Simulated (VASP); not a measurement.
A run of VASP 6.6.1 is set up as follows.

INCAR

```
ALGO = Normal
EDIFF = 1E-8
ENCUT = 520
GGA = PS
ISIF = 2
ISMEAR = -1
LASPH = T
LCHARG = F
LEFG = T
LREAL = F
LWAVE = F
NBANDS = 27
NELM = 100
PREC = Accurate
SIGMA = 0.01
```

KPOINTS

```
k-points
0
Gamma
  7 7 7
```

POSCAR

```
InSe
1.0
    2.0132450671      1.1623475815      8.3717488899
   -2.0132450671      1.1623475815      8.3717488899
    0.0000000000     -2.3246951629      8.3717488899
In Se
2 2
Direct
    0.0000000000      0.0000000000      0.0000000000
    0.1122000000      0.1122000000      0.1122000000
    0.6155000000      0.6155000000      0.6155000000
    0.8300000000      0.8300000000      0.8300000000
```

Potentials or basis: VASP PAW PBE potentials, release 64 (In_d, Se).

Run with:

```bash
$ cat potpaw_PBE.64/In_d/POTCAR potpaw_PBE.64/Se/POTCAR > POTCAR
$ mpirun -np 1 vasp_std > vasp.out
```

Problem. Predict the largest force.

Solution. 0.116 eV/Å.

Problem. Predict the band gap on the k mesh.

Solution. 0.62 eV, indirect (least direct gap 0.66 eV).

Problem. Estimate the pressure.

Solution. -0.7 GPa.

Forces on the atoms (eV/Å):
```
In   0.000  0.000  0.096
In   0.000  0.000 -0.097
Se   0.000  0.000  0.116
Se   0.000  0.000 -0.115
```

Caveat: without QUAD_EFG the Cq values of the log hold for a quadrupole moment of 1 mb, not for the nuclei; the PAW data sets were made with another functional, which shifts forces and pressure a little; spin-orbit coupling is left out, which moves the levels of the heavy elements. A k mesh can miss the band edges.
